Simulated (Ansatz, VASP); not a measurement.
Rh in VASP and in Ansatz

```
Rh
1.0
     0.09885    1.95224    1.95224
     1.95224    0.09885    1.95224
     1.95224    1.95224    0.09885
Rh
1
Direct
  0.00000 0.00000 0.00000
```

Alike in both runs: task single point; functional r2SCAN; k mesh 24 × 24 × 24; occupations gaussian, width 0.15 eV; no spin polarisation.

```csv
,VASP,Ansatz
version,VASP 6.6.1,Ansatz 0.2.0
potentials or method,"VASP PAW PBE potentials, release 64 (Rh_pv), cutoff 520 eV","scalar-relativistic, plane waves, PAW"
valence electrons in the cell,15,17
```

VASP gave:

```
gap on the k mesh at the Fermi level (eV)                     : none
pressure (GPa)                                                : 2.9
traceless stress, the component that is largest in VASP (GPa) : -9.90
```

Task: Estimate Ansatz's values.

Result: gap on the k mesh at the Fermi level (eV): none; pressure (GPa): 1.7; traceless stress, the component that is largest in VASP (GPa): -9.75.

VASP's potentials were made for PBE, not for r2SCAN. A gap of «none» marks a metal or a gap that the smearing closes. VASP's potentials hold 15 valence electrons a cell and Ansatz's 17, so a difference there can come from the potentials and not from the codes.
